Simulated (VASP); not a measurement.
# Si16B (a cell with a defect) in VASP: single point with PBE

Aim: the single point of Si16B (a cell with a defect) with PBE.

Everything below comes from runs of VASP 6.6.1. Logs are shortened: lines on timing, memory, paths and dates and some standing lists are left out, and cuts for length are marked.

## (1) The cell of the first run

The cell holds a defect, 17 atoms: a = 7.679 Å, b = 7.679 Å, c = 7.679 Å, α = 60.00°, β = 60.00°, γ = 60.00°.

## (2) Single point, PBE, collinear spin

INCAR reads:

```
ALGO = Normal
EDIFF = 1E-6
ENCUT = 520
GGA = PE
ISIF = 2
ISMEAR = -1
ISPIN = 2
LASPH = True
LCHARG = False
LORBIT = 11
LREAL = Auto
LWAVE = False
MAGMOM = 0 0 0 0 0 0 0 0 0 0 0 0 0 0 0 0 1
NBANDS = 52
NELM = 150
PREC = Accurate
SIGMA = 0.05
```

KPOINTS reads:

```
k-points
0
Gamma
  2 2 2
```

POSCAR reads:

```
Si16B
1.0
    0.0000000000      5.4300000000      5.4300000000
    5.4300000000      0.0000000000      5.4300000000
    5.4300000000      5.4300000000      0.0000000000
Si B
16 1
Direct
    0.0001308178      0.0059111945      0.0002489361
    0.1249105766      0.1262068231      0.1262296029
   -0.0021397807     -0.0011764929      0.4992954803
    0.1186201677      0.1243744564      0.6242804929
   -0.0016045179      0.4985756333     -0.0012986443
    0.1233997172      0.6230790709      0.1228086744
    0.0001995187      0.5002113624      0.5055366373
    0.1249921637      0.6257353847      0.6263601528
    0.4979412367     -0.0013448778     -0.0014317312
    0.6238273360      0.1237984594      0.1186564660
    0.5013619701      0.0013664836      0.5014428440
    0.6256465857      0.1260082031      0.6262906069
    0.5062428214      0.5002983720      0.0004049857
    0.6259821274      0.6256566379      0.1262328290
    0.4980573025      0.4982551919      0.4992439800
    0.6241597990      0.6185496619      0.6240383274
    0.8109785583      0.3122537356      0.8130057596
```

Potentials or basis: VASP PAW PBE potentials, release 64 (Si, B).

Command:

```console
> cat potpaw_PBE.64/Si/POTCAR potpaw_PBE.64/B/POTCAR > POTCAR
> mpirun -np 1 vasp_std > vasp.out
```

OUTCAR:

```text
EDIFF = 1E-6
   ENCUT = 520
   GGA = PE
   ISIF = 2
   ISMEAR = -1
   ISPIN = 2
   LASPH = True
   LORBIT = 11
   LREAL = Auto
   NELM = 150
   PREC = Accurate

 ion  position               nearest neighbor table
   1  0.000  0.006  0.000-  17 2.24   2 2.33   4 2.36  10 2.36   6 2.40
   2  0.125  0.126  0.126-   1 2.33   5 2.34   9 2.34   3 2.34
   3  0.998  0.999  0.499-   4 2.33  12 2.33   2 2.34   8 2.34
   4  0.119  0.124  0.624-  17 2.24   3 2.33   7 2.36   1 2.36  11 2.40
   5  0.998  0.499  0.999-   8 2.33   2 2.34  14 2.34   6 2.34
   6  0.123  0.623  0.123-   5 2.34   7 2.40   1 2.40  13 2.40
   7  0.000  0.500  0.506-  17 2.24   8 2.33   4 2.36  16 2.36   6 2.40
   8  0.125  0.626  0.626-   7 2.33   5 2.33  15 2.34   3 2.34
   9  0.498  0.999  0.999-  10 2.33  12 2.33  14 2.34   2 2.34
  10  0.624  0.124  0.119-  17 2.23   9 2.33   1 2.36  13 2.36  11 2.40
  11  0.501  0.001  0.501-  12 2.34   4 2.40  10 2.40  16 2.40
  12  0.626  0.126  0.626-   3 2.33  15 2.33   9 2.33  11 2.34
  13  0.506  0.500  0.000-  17 2.23  14 2.33  16 2.36  10 2.36   6 2.40
  14  0.626  0.626  0.126-  13 2.33   5 2.34   9 2.34  15 2.34
  15  0.498  0.498  0.499-  16 2.33  12 2.33  14 2.34   8 2.34
  16  0.624  0.619  0.624-  17 2.23  15 2.33   7 2.36  13 2.36  11 2.40
  17  0.811  0.312  0.813-  13 2.23  10 2.23  16 2.23   1 2.24   4 2.24   7 2.24

  LATTYP: Found a face centered cubic cell.
 ALAT       =    10.8600000000

  Lattice vectors:

 A1 = (   0.0000000000,   5.4300000000,   5.4300000000)
 A2 = (   5.4300000000,   0.0000000000,   5.4300000000)
 A3 = (   5.4300000000,   5.4300000000,   0.0000000000)

Analysis of symmetry for initial positions (statically):
=====================================================================
 Subroutine PRICEL returns:
 Original cell was already a primitive cell.

 Routine SETGRP: Setting up the symmetry group for a
 face centered cubic supercell.

 Subroutine GETGRP returns: Found  1 space group operations
 (whereof  1 operations were pure point group operations)
 out of a pool of 48 trial point group operations.

The static configuration has the point symmetry C_1 .

Analysis of symmetry for dynamics (positions and initial velocities):
=====================================================================
 Subroutine PRICEL returns:
 Original cell was already a primitive cell.

 Routine SETGRP: Setting up the symmetry group for a
 face centered cubic supercell.

 Subroutine GETGRP returns: Found  1 space group operations
 (whereof  1 operations were pure point group operations)
 out of a pool of 48 trial point group operations.

The dynamic configuration has the point symmetry C_1 .

Analysis of structural, dynamic, and magnetic symmetry:
=====================================================================
 Subroutine PRICEL returns:
 Original cell was already a primitive cell.

 Routine SETGRP: Setting up the symmetry group for a
 face centered cubic supercell.

 Subroutine GETGRP returns: Found  1 space group operations
 (whereof  1 operations were pure point group operations)
 out of a pool of 48 trial point group operations.

The overall configuration has the point symmetry C_1 .

 Subroutine INISYM returns: Found  1 space group operations
 (whereof  1 operations are pure point group operations),
 and found     1 'primitive' translations

----------------------------------------------------------------------------------------

                                     Primitive cell

  volume of cell :     320.2060

  direct lattice vectors                    reciprocal lattice vectors
     0.000000000  5.430000000  5.430000000    -0.092081031  0.092081031  0.092081031
     5.430000000  0.000000000  5.430000000     0.092081031 -0.092081031  0.092081031
     5.430000000  5.430000000  0.000000000     0.092081031  0.092081031 -0.092081031

  length of vectors
     7.679179644  7.679179644  7.679179644     0.159489025  0.159489025  0.159489025

  position of ions in fractional coordinates (direct lattice)
     0.000130818  0.005911195  0.000248936
     0.124910577  0.126206823  0.126229603
     0.997860219  0.998823507  0.499295480
     0.118620168  0.124374456  0.624280493
     0.998395482  0.498575633  0.998701356
     0.123399717  0.623079071  0.122808674
[... 9 lines left out ...]
     0.624159799  0.618549662  0.624038327
     0.810978558  0.312253736  0.813005760

  ion indices of the primitive-cell ions
   primitive index   ion index
                 1           1
                 2           2
                 3           3
                 4           4
                 5           5
                 6           6
[... 9 lines left out ...]
                16          16
                17          17

----------------------------------------------------------------------------------------

 KPOINTS: k-points

Automatic generation of k-mesh.
 Grid dimensions read from file:
 generate k-points for:    2    2    2

 Generating k-lattice:

  Cartesian coordinates                     Fractional coordinates (reciprocal lattice)
    -0.046040516  0.046040516  0.046040516     0.500000000  0.000000000  0.000000000
     0.046040516 -0.046040516  0.046040516     0.000000000  0.500000000  0.000000000
     0.046040516  0.046040516 -0.046040516     0.000000000  0.000000000  0.500000000

  Length of vectors
     0.079744512  0.079744512  0.079744512

  Shift w.r.t. Gamma in fractional coordinates (k-lattice)
     0.000000000  0.000000000  0.000000000

 Subroutine IBZKPT returns following result:
 ===========================================

 Found      8 irreducible k-points:

 Following reciprocal coordinates:
            Coordinates               Weight
  0.000000  0.000000  0.000000      1.000000
  0.500000  0.000000  0.000000      1.000000
  0.000000  0.500000  0.000000      1.000000
  0.000000  0.000000  0.500000      1.000000
  0.500000  0.500000  0.500000      1.000000
  0.500000  0.500000  0.000000      1.000000
  0.000000  0.500000  0.500000      1.000000
  0.500000  0.000000  0.500000      1.000000
   k-points           NKPTS =      8   k-points in BZ     NKDIM =      8   number of bands    NBANDS=     52
   number of dos      NEDOS =    301   number of ions     NIONS =     17
   total plane-waves  NPLWV = 216000
   dimension x,y,z NGX =    60 NGY =   60 NGZ =   60
   dimension x,y,z NGXF=   120 NGYF=  120 NGZF=  120
   ions per type =              16   1
   NGX,Y,Z   is equivalent  to a cutoff of  12.99, 12.99, 12.99 a.u.
   NGXF,Y,Z  is equivalent  to a cutoff of  25.98, 25.98, 25.98 a.u.
 SYSTEM =  unknown system
   PREC   = accura    normal or accurate (medium, high low for compatibility)
   ISTART =      0    job   : 0-new  1-cont  2-samecut
   ICHARG =      2    charge: 1-file 2-atom 10-const
   ISPIN  =      2    spin polarized calculation?
   LNONCOLLINEAR =      F non collinear calculations
   LSORBIT =      F    spin-orbit coupling
   LASPH  =      T    aspherical Exc in radial PAW
   ENCUT  =  520.0 eV  38.22 Ry    6.18 a.u.  14.28 14.28 14.28*2*pi/ulx,y,z
   NELM   =    150;   NELMIN=  2; NELMDL= -5     # of ELM steps
   EDIFF  = 0.1E-05   stopping-criterion for ELM
   LREAL  =      T    real-space projection
   EDIFFG = 0.1E-04   stopping-criterion for IOM
   NSW    =      0    number of steps for IOM
[... 5 lines left out ...]
   TEBEG  =    0.0;   TEEND  =   0.0 temperature during run
   PSTRESS=    0.0 pullay stress
   NELECT =      67.0000    total number of electrons
   NUPDOWN=      -1.0000    fix difference up-down
   EMIN   =  10.00;   EMAX   =-10.00  energy-range for DOS
   EFERMI =   0.00;   METHOD = LEGACY
   ISMEAR =    -1;   SIGMA  =   0.05  broadening in eV -4-tet -1-fermi 0-gaus
   EFERMI_NEDOS =   21; number of points for ismear=-14 and -15
   IALGO  =     38    algorithm
   IMIX   =      4    mixing-type and parameters
     AMIX     =   0.40;   BMIX     =  1.00
     AMIX_MAG =   1.60;   BMIX_MAG =  1.00
  volume/ion in A,a.u.               =      18.84       127.11
  Fermi-wavevector in a.u.,A,eV,Ry     =   0.971904  1.836632 12.852022  0.944597
  Thomas-Fermi vector in A             =   2.102159
   LORBIT       =     11    0 simple, 1 ext, 2 COOP (PROOUT), +10 PAW based schemes
   GGA     = PE    functional components
   LHFCALC =     F    Hartree Fock is set to
   AEXX    =    0.0000 exact exchange contribution
   IVDW    =     0    specifies the selected vdW correction
   LEPSILON=     F    determine dielectric tensor
   LRPA    =     F    only Hartree local field effects (RPA)
 spin polarized calculation
  energy-cutoff  :      520.00
  volume of cell :      320.21
 maximum number of plane-waves:      8646
 NGX is ok and might be reduce to    60
   NGX = 29   NGY = 29   NGZ = 29

 number of electron      67.0000000 magnetization       0.0025727

 Free energy of the ion-electron system (eV)
  ---------------------------------------------------
  ext. energy  EPLUGINS =         0.00000000
  ---------------------------------------------------
  free energy    TOTEN  =       -88.74967311 eV

  energy without entropy =      -88.69578033  energy(sigma->0) =      -88.72272672

 E-fermi :   6.3175     XC(G=0):  -9.5679

 val. band max:        6.3099525904   @ k =   0.5000   0.5000   0.0000
 cond. band min:       6.3255761282   @ k =   0.0000   0.5000   0.0000
 fundamental gap:      0.0156235377
 Fermi energy:         6.3174624437

 spin component 1

 k-point     1 :       0.0000    0.0000    0.0000
  band No.  band energies     occupation
      1      -6.4061      1.00000
      2      -4.2650      1.00000
      3      -3.9953      1.00000
      4      -3.9945      1.00000
      5      -3.5582      1.00000
      6      -2.5298      1.00000
[... 37 lines left out ...]
     44       7.5791      0.00000
     45       8.4837      0.00000
[... 294 lines left out ...]
      4      -4.2233      1.00000
      5      -4.0486      1.00000
      6      -3.8273      1.00000
[... 37 lines left out ...]
     44       9.9463      0.00000
     45      10.2720      0.00000
 Fermi energy:         6.3174624437

 spin component 2

 k-point     1 :       0.0000    0.0000    0.0000
  band No.  band energies     occupation
      1      -6.4059      1.00000
      2      -4.2648      1.00000
      3      -3.9951      1.00000
      4      -3.9944      1.00000
      5      -3.5580      1.00000
      6      -2.5295      1.00000
[... 37 lines left out ...]
     44       7.5796      0.00000
     45       8.4839      0.00000
[... 294 lines left out ...]
      4      -4.2231      1.00000
      5      -4.0485      1.00000
      6      -3.8271      1.00000
[... 37 lines left out ...]
     44       9.9468      0.00000
     45      10.2721      0.00000
 [bands above 45 left out]

------------------------ aborting loop because EDIFF is reached ----------------------------------------

  FORCE on cell =-STRESS in cart. coord.  units (eV):
  Direction    XX          YY          ZZ          XY          YZ          ZX
  --------------------------------------------------------------------------------------
  -------------------------------------------------------------------------------------
  Total        5.1161389      5.1078759      5.1118941      1.8319081      1.8242201      1.8223625
  in kB       25.5990252     25.5576803     25.5777858      9.1661038      9.1276363      9.1183418
  external PRESSURE =      25.5781638 kB  Pullay stress =       0.0000000 kB

 VOLUME and BASIS-vectors are now :
 -----------------------------------------------------------------------------
  energy-cutoff  :      520.00
  volume of cell :      320.21
      direct lattice vectors                 reciprocal lattice vectors
     0.000000000  5.430000000  5.430000000    -0.092081031  0.092081031  0.092081031
     5.430000000  0.000000000  5.430000000     0.092081031 -0.092081031  0.092081031
     5.430000000  5.430000000  0.000000000     0.092081031  0.092081031 -0.092081031

 POSITION                                       TOTAL-FORCE (eV/Angst)
 -----------------------------------------------------------------------------------
      0.03345      0.00206      0.03281         0.015781     -0.001343      0.004941
      1.37073      1.36369      1.36357        -0.001295      0.004362      0.003533
      8.13479      8.12956     10.84199        -0.003322      0.007611      0.009637
      4.06520      4.03395      1.31946        -0.010268     -0.016485     -0.020101
      8.13021     10.84424      8.12855        -0.000200     -0.002763     -0.005477
      4.05017      1.33691      4.05338        -0.000566     -0.002075     -0.000501
[... 9 lines left out ...]
      6.74725      6.77772      6.74791        -0.010059     -0.002717     -0.018980
      6.11016      8.81823      6.09915        -0.000507      0.002361      0.001705
 -----------------------------------------------------------------------------------
    total drift:                               -0.007481     -0.004511     -0.006307

  FREE ENERGIE OF THE ION-ELECTRON SYSTEM (eV)
  ---------------------------------------------------
  free  energy   TOTEN  =       -88.7496731101 eV

  energy  without entropy=      -88.6957803254  energy(sigma->0) =      -88.72272672

 total charge

# of ion       s       p       d       tot
------------------------------------------
    1        0.742   0.928   0.000   1.671
    2        0.743   0.962   0.000   1.705
    3        0.742   0.962   0.000   1.705
    4        0.742   0.928   0.000   1.671
    5        0.743   0.962   0.000   1.705
    6        0.762   0.909   0.000   1.671
[... 9 lines left out ...]
   16        0.742   0.928   0.000   1.670
   17        0.721   0.961   0.000   1.682
--------------------------------------------------
tot         12.642  16.044   0.000  28.686

 magnetization (x)

# of ion       s       p       d       tot
------------------------------------------
    1        0.000   0.000   0.000   0.000
    2        0.000  -0.000   0.000  -0.000
    3        0.000  -0.000   0.000  -0.000
    4        0.000   0.000   0.000   0.000
    5       -0.000  -0.000   0.000  -0.000
    6        0.000   0.000   0.000   0.000
[... 9 lines left out ...]
   16        0.000   0.000   0.000   0.000
   17        0.000   0.000   0.000   0.000
--------------------------------------------------
tot          0.000   0.000   0.000   0.001
```

It took 13 min on 1 thread of AMD EPYC 7R13 (Zen 3), shared host; peak memory 0.67 GiB.

Results:

| Quantity | Value |
| --- | --- |
| Free energy | -88.7497 eV |
| Pressure | 2.6 GPa |
| Largest force | 0.028 eV/Å |
| Net moment | 0.00 μB per cell |
| Valence electrons inside the program's atomic spheres | Si 1.67, 1.71 (each value once); B 1.68 |

Forces in eV/Å, atoms in the order of the input:
```
Si   0.016 -0.001  0.005
Si  -0.001  0.004  0.004
Si  -0.003  0.008  0.010
Si  -0.010 -0.016 -0.020
Si   0.000 -0.003 -0.005
Si  -0.001 -0.002 -0.001
Si   0.018  0.012  0.001
Si  -0.002  0.001  0.005
Si   0.005  0.007  0.000
Si  -0.010 -0.015  0.009
Si   0.003  0.005  0.005
Si  -0.005 -0.008 -0.010
Si  -0.008  0.007  0.003
Si   0.004  0.003  0.004
Si   0.006 -0.002  0.008
Si  -0.010 -0.003 -0.019
B   -0.001  0.002  0.002
```

Stress tensor (GPa, compression positive):
```
2.56 0.92 0.91
0.92 2.56 0.91
0.91 0.91 2.56
```

Levels at points of the mesh, in eV from the Fermi level:
Spin up:
| k point | band 29 | band 30 | band 31 | band 32 | band 33 | band 34 | band 35 | band 36 | band 37 | band 38 |
| --- | --- | --- | --- | --- | --- | --- | --- | --- | --- | --- |
| (0.00, 0.00, 0.00) | -1.51 | -1.51 | -1.17 | -0.38 | -0.37 | -0.36 | 0.38 | 0.38 | 0.42 | 0.42 |
| (0.50, 0.00, 0.00) | -1.47 | -1.31 | -1.15 | -1.06 | -0.57 | 0.01 | 0.27 | 1.08 | 1.21 | 1.21 |
| (0.00, 0.50, 0.00) | -1.47 | -1.31 | -1.15 | -1.06 | -0.57 | 0.01 | 0.27 | 1.08 | 1.21 | 1.21 |
| (0.00, 0.00, 0.50) | -1.47 | -1.32 | -1.15 | -1.06 | -0.57 | 0.01 | 0.27 | 1.08 | 1.21 | 1.21 |
| (0.50, 0.50, 0.50) | -1.45 | -1.17 | -1.17 | -1.11 | -1.11 | 0.32 | 1.18 | 1.18 | 1.19 | 1.20 |
| (0.50, 0.50, 0.00) | -1.94 | -1.67 | -1.65 | -1.65 | -0.30 | -0.01 | 0.63 | 1.42 | 1.60 | 1.94 |
| (0.00, 0.50, 0.50) | -1.93 | -1.67 | -1.65 | -1.65 | -0.30 | -0.01 | 0.63 | 1.42 | 1.60 | 1.94 |
| (0.50, 0.00, 0.50) | -1.94 | -1.67 | -1.65 | -1.65 | -0.30 | -0.01 | 0.63 | 1.42 | 1.60 | 1.94 |
Spin down:
```tsv
k point	band 30	band 31	band 32	band 33	band 34	band 35	band 36	band 37
(0.00, 0.00, 0.00)	-1.51	-1.17	-0.38	-0.37	-0.36	0.38	0.38	0.42
(0.50, 0.00, 0.00)	-1.31	-1.15	-1.06	-0.57	0.01	0.27	1.08	1.21
(0.00, 0.50, 0.00)	-1.31	-1.15	-1.06	-0.57	0.01	0.27	1.08	1.21
(0.00, 0.00, 0.50)	-1.32	-1.15	-1.06	-0.57	0.01	0.27	1.08	1.21
(0.50, 0.50, 0.50)	-1.17	-1.17	-1.11	-1.11	0.32	1.18	1.18	1.19
(0.50, 0.50, 0.00)	-1.67	-1.65	-1.65	-0.30	-0.01	0.63	1.42	1.60
(0.00, 0.50, 0.50)	-1.67	-1.65	-1.65	-0.30	-0.01	0.63	1.42	1.60
(0.50, 0.00, 0.50)	-1.67	-1.65	-1.65	-0.30	-0.01	0.63	1.42	1.60
```

Caveat: the k points lie up to 0.50 Å⁻¹ apart.
